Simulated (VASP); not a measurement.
A run of VASP 6.6.1:

File INCAR:

```
SYSTEM = Mg
ALGO     = Fast           ! electronic algorithm
EDIFF    = 1E-7           ! SCF threshold, eV
ENCUT    = 520            ! plane-wave cutoff, eV
GGA      = PS             ! functional
ISIF     = 2              ! what is computed and relaxed
ISMEAR   = 0              ! smearing method
LASPH    = .True.         ! aspherical terms in the spheres
LCHARG   = .False.        ! write CHGCAR
LREAL    = .False.        ! projectors in reciprocal space
LWAVE    = .False.        ! write WAVECAR
NBANDS   = 9              ! bands
NELM     = 80             ! most SCF steps
PREC     = Accurate       ! precision mode
SIGMA    = 0.15           ! smearing width, eV
```

The input KPOINTS:

```
k-points
0
Gamma
  18 18 10
  0 0 0
```

File POSCAR:

```
Mg
1.0
    3.0809006712      0.0000000000      0.0000000000
   -1.5404503356      2.6681382478      0.0000000000
    0.0000000000      0.0000000000      5.2103300000
Mg
2
Direct
    0.3333333333      0.6666666667      0.2500000000
    0.6666666667      0.3333333333      0.7500000000
```

Potentials or basis: VASP PAW PBE potentials, release 64 (Mg).

The run is started by

```console
$ cat potpaw_PBE.64/Mg/POTCAR > POTCAR
$ mpirun -np 1 vasp_std > vasp.out
```

Hardware: 1 thread of AMD EPYC 9R45 96-Core Processor (Zen 5), on a shared host.

**Question.** Estimate the wall time of this run.

**Answer.** Wall time 39 s on 1 thread of AMD EPYC 9R45 96-Core Processor (Zen 5), on a shared host, peak memory 0.18 GiB. Counts: scf iterations 10, k points 222.
